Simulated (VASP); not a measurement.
A run of VASP 6.6.1 is set up as follows.

INCAR

```
  PREC = Accurate
  ENCUT = 520
  EDIFF = 1E-6
  ISMEAR = 0
  SIGMA = 0.15
  LREAL = False
  LASPH = True
  NELM = 60
  ALGO = Normal
  ISIF = 2
  LWAVE = False
  LCHARG = False
  GGA = PS
  IVDW = 12
  NBANDS = 22
```

KPOINTS

```
Automatic mesh
0
Gamma
  12 12 12
```

POSCAR

```
GaSb3
1.0
    0.0000000000      3.5855047185      3.5855047185
    3.5855047185      0.0000000000      3.5855047185
    3.5855047185      3.5855047185      0.0000000000
Ga Sb
1 3
Direct
    0.0000000000      0.0000000000      0.0000000000
    0.2709175572      0.2290824428      0.2709175572
    0.7709175572      0.7290824428      0.7709175572
    0.5209175572      0.4790824428      0.5209175572
```

Potentials or basis: VASP PAW PBE potentials, release 64 (Ga_d, Sb).

The run is started by

```console
$ cat potpaw_PBE.64/Ga_d/POTCAR potpaw_PBE.64/Sb/POTCAR > POTCAR
$ mpirun -np 1 vasp_std > vasp.out
```

Q: What does it give for the pressure?

A: 0.7 GPa.

Q: Predict the dispersion energy per atom.

A: -0.493 eV.

Q: Estimate the largest force.

A: 0.320 eV/Å.

Forces on the atoms (eV/Å):
```
Ga   0.000  0.320  0.000
Sb   0.000 -0.070  0.000
Sb   0.000 -0.070  0.000
Sb   0.000 -0.179  0.000
```

Caveat: the cell differs from its parent crystal (all Sb atoms moved +0.150 Å, as atom 2 along Cartesian [0 1 0]); the PAW data sets were made with another functional, which shifts forces and pressure a little.
